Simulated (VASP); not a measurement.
A run of VASP 6.6.1 is set up as follows.

File INCAR:

```
ALGO = Normal ; EDIFF = 1E-6
ENCUT = 600 ; GGA = PE
GGA_COMPAT = False ; ISIF = 2
ISMEAR = 0 ; ISPIN = 2
LASPH = True ; LCHARG = True
LELF = True ; LORBIT = 11
LREAL = False ; LVHAR = True
LWAVE = False ; MAGMOM = 0 0 0 0 0 1
NBANDS = 39 ; NELM = 200
PREC = Accurate ; SIGMA = 0.1
```

The input KPOINTS:

```
k-points
0
Gamma
  6 6 4
```

Contents of POSCAR:

```
Ga3Si2N
1.0
    5.3219249900      0.0000000000      0.0000000000
   -2.6609625000      4.6089222400      0.0000000000
    0.0000000000      0.0000000000      4.0452718700
Ga Si N
3 2 1
Direct
    0.5000000000      0.5000000000      0.5000000000
    0.5000000000      0.0000000000      0.5000000000
    0.0000000000      0.5000000000      0.5000000000
    0.6666666700      0.3333333300      0.0000000000
    0.3333333300      0.6666666700      0.0000000000
    0.0000000000      0.0000000000      0.0000000000
```

Potentials or basis: VASP PAW PBE potentials, release 64 (Ga_d, Si, N).

The run is started by

```bash
$ cat potpaw_PBE.64/Ga_d/POTCAR potpaw_PBE.64/Si/POTCAR potpaw_PBE.64/N/POTCAR > POTCAR
$ mpirun -np 1 vasp_std > vasp.out
```

Problem. Estimate the site moments.

Solution. Ga +0.03; Si +0.01; N +1.33 μB.

Problem. What does it give for the pressure?

Solution. 8.5 GPa.

Stress tensor (GPa, compression positive):
```
 6.77  0.00  0.00
 0.00  6.77  0.00
 0.00  0.00 11.90
```

Caveat: the k points lie up to 0.39 Å⁻¹ apart.
